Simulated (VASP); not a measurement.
Set up this calculation in VASP 6.6.1, as the native input.

```
Task                   : electric field gradients
Functional             : PBE
Potentials or basis    : VASP PAW PBE potentials, release 64 (Hf_pv)
Cutoff                 : 520 eV
k mesh                 : 14 × 14 × 14
Occupations            : fermi-dirac, width 0.05 eV
Spin                   : no spin polarisation
Dipole correction      : no
Further INCAR settings : ALGO = Normal; EDIFF = 1e-08; NBANDS = 11
```

The structure of Hf lies in POSCAR:

```
Hf
1.0
   -1.8050000000      1.8050000000      1.8050000000
    1.8050000000     -1.8050000000      1.8050000000
    1.8050000000      1.8050000000     -1.8050000000
Hf
1
Direct
    0.0000000000      0.0000000000      0.0000000000
```

One way to write it, as run:

INCAR

```
SYSTEM = Hf
ALGO = Normal
EDIFF = 1E-8
ENCUT = 520
GGA = PE
ISIF = 2
ISMEAR = -1
LASPH = .TRUE.
LCHARG = .FALSE.
LEFG = .TRUE.
LREAL = .FALSE.
LWAVE = .FALSE.
NBANDS = 11
NELM = 60
PREC = Accurate
SIGMA = 0.05
```

KPOINTS

```
k-points
0
G
  14 14 14
  0 0 0
```

Potentials or basis: VASP PAW PBE potentials, release 64 (Hf_pv).

Run with:

```console
$ cat potpaw_PBE.64/Hf_pv/POTCAR > POTCAR
$ mpirun -np 1 vasp_std > vasp.out
```

It gave:

The pressure is -5.3 GPa. The band gap on the k mesh is zero (band 5 reaches 5.73 eV, above the bottom of band 6 at 3.52 eV).

Caveat: without QUAD_EFG the Cq values of the log hold for a quadrupole moment of 1 mb, not for the nuclei; spin-orbit coupling is left out, which moves the levels of the heavy elements.

Wall time 18 s on 1 thread of Intel Xeon 6975P-C (shared host), peak memory 0.16 GiB.
